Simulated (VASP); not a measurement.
Write the native input for VASP 6.6.1 that does the following.

```
Task                   : single point
Functional             : PBE
Potentials or basis    : VASP PAW PBE potentials, release 64 (Sr_sv, Ti_sv, O)
Cutoff                 : 520 eV
k mesh                 : 8 × 8 × 8
Occupations            : gaussian, width 0.05 eV
Spin                   : no spin polarisation
Dipole correction      : no
Further INCAR settings : ALGO = Normal; EDIFF = 1e-06; NBANDS = 28
```

The structure of SrTiO3 lies in POSCAR:

```
SrTiO3
1.0
    3.9364094381      0.0000000000      0.0000000000
    0.0000000000      3.9364094381      0.0000000000
    0.0000000000      0.0000000000      3.9364094381
Sr Ti O
1 1 3
Direct
   -0.0219305096      0.0000000000      0.0000000000
    0.5389460170      0.5000000000      0.5000000000
   -0.0044683415      0.5000000000      0.5000000000
    0.5040256030      0.0000000000      0.5000000000
    0.5040256030      0.5000000000      0.0000000000
```

This cell differs from its parent crystal: mode 1 frozen in at -0.058 Å and mode 7 at -0.115 Å (largest displacements).

One way to write it, as run:

INCAR

```
ALGO     = Normal         # electronic algorithm
EDIFF    = 1E-6           # SCF threshold, eV
ENCUT    = 520            # plane-wave cutoff, eV
GGA      = PE             # functional
ISIF     = 2              # what is computed and relaxed
ISMEAR   = 0              # smearing method
LASPH    = T              # aspherical terms in the spheres
LCHARG   = F              # write CHGCAR
LREAL    = F              # projectors in reciprocal space
LWAVE    = F              # write WAVECAR
NBANDS   = 28             # bands
NELM     = 80             # most SCF steps
PREC     = Accurate       # precision mode
SIGMA    = 0.05           # smearing width, eV
```

KPOINTS

```
k-points
0
Gamma
  8 8 8
```

Potentials or basis: VASP PAW PBE potentials, release 64 (Sr_sv, Ti_sv, O).

Launch:

```bash
$ cat potpaw_PBE.64/Sr_sv/POTCAR potpaw_PBE.64/Ti_sv/POTCAR potpaw_PBE.64/O/POTCAR > POTCAR
$ mpirun -np 1 vasp_std > vasp.out
```

It gave:

```json
{
  "Pressure": "3.2 GPa",
  "Largest force": "1.247 eV/Å",
  "Band gap on the k mesh": "1.85 eV, indirect (least direct gap 2.42 eV)"
}
```

Caveat: the cell differs from its parent crystal (mode 1 frozen in at -0.058 Å and mode 7 at -0.115 Å (largest displacements)); forces of over 1 eV/Å act on the atoms, so gaps and moduli don't describe the material at rest.

Run time: 56 s on 1 thread of Intel(R) Xeon(R) 6975P-C (Granite Rapids) (shared host), peak memory 0.26 GiB.
